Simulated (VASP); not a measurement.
Wanted: the native input for a VASP 6.6.1 run.

| Property | Result |
| --- | --- |
| Task | single point |
| Functional | LDA |
| Potentials or basis | VASP PAW LDA potentials, release 64 (Cd, Te) |
| Cutoff | 520 eV |
| k mesh | 8 × 8 × 8 |
| Occupations | fermi-dirac, width 0.2 eV |
| Spin | no spin polarisation |
| Dipole correction | no |
| Further INCAR settings | ALGO = Normal; EDIFF = 1e-06; NBANDS = 16 |

The structure of CdTe lies in POSCAR:

```
CdTe
1.0
    0.0000000000      3.3834133503      2.8759013477
    3.3834133503      0.0000000000      2.8759013477
    3.3834133503      3.3834133503      0.0000000000
Cd Te
1 1
Direct
    0.0000000000      0.0000000000      0.0000000000
    0.7500000000      0.7500000000      0.7500000000
```

This cell differs from its parent crystal: ratio of the length along z to the lengths across it x 0.85, volume and fractional coordinates fixed.

The input as run:

INCAR

```
SYSTEM = CdTe
PREC     = Accurate       ! precision mode
ENCUT    = 520            ! plane-wave cutoff, eV
EDIFF    = 1E-6           ! SCF threshold, eV
ISMEAR   = -1             ! smearing method
SIGMA    = 0.2            ! smearing width, eV
LREAL    = .FALSE.        ! projectors in reciprocal space
LASPH    = .TRUE.         ! aspherical terms in the spheres
NELM     = 80             ! most SCF steps
ALGO     = Normal         ! electronic algorithm
ISIF     = 2              ! what is computed and relaxed
LWAVE    = .FALSE.        ! write WAVECAR
LCHARG   = .FALSE.        ! write CHGCAR
NBANDS   = 16             ! bands
```

KPOINTS

```
regular mesh
0
G
  8 8 8
  0 0 0
```

Potentials or basis: VASP PAW LDA potentials, release 64 (Cd, Te).

Run with:

```console
$ cat potpaw_LDA.64/Cd/POTCAR potpaw_LDA.64/Te/POTCAR > POTCAR
$ mpirun -np 1 vasp_std > vasp.out
```

Results of the run:

```
Pressure : -0.2 GPa
```

Run time: 50 s on 1 thread of Intel Xeon 6975P-C (shared host), peak memory 0.21 GiB.
